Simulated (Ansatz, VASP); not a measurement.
**BP: VASP beside Ansatz**

```xyz
2
Lattice="0.0000 2.2683 2.3023 2.2683 0.0000 2.3023 2.2683 2.2683 0.0000" Properties=species:S:1:pos:R:3 pbc="T T T"
B     0.0000    0.0000    0.0000
P     3.4024    3.4024    3.4534
```

Change from the starting cell: strain +0.000 along x and y, +0.015 along z, atoms carried along.

Alike in both runs: task single point; functional r2SCAN; k mesh 10 × 10 × 10; occupations gaussian, width 0.05 eV; no spin polarisation.

```csv
,VASP,Ansatz
version,VASP 6.6.1,Ansatz 0.2.0
potentials or method,"VASP PAW PBE potentials, release 64 (B, P), cutoff 520 eV","scalar-relativistic, plane waves, PAW"
valence electrons in the cell,8,8
```

|  | VASP | Ansatz | Ansatz less VASP |
| --- | --- | --- | --- |
| gap on the k mesh at the Fermi level (eV) | 1.35 | 1.32 | -0.030 |
| least direct gap on the mesh (eV) | 3.54 | 3.50 | -0.040 |
| pressure (GPa) | -2.9 | -2.5 | +0.49 |
| traceless stress, the component that is largest in VASP (GPa) | -2.89 | -2.88 | +0.013 |

VASP's potentials were made for PBE, not for r2SCAN. With one functional, cell and mesh, what is left measures potentials, basis and numerics.
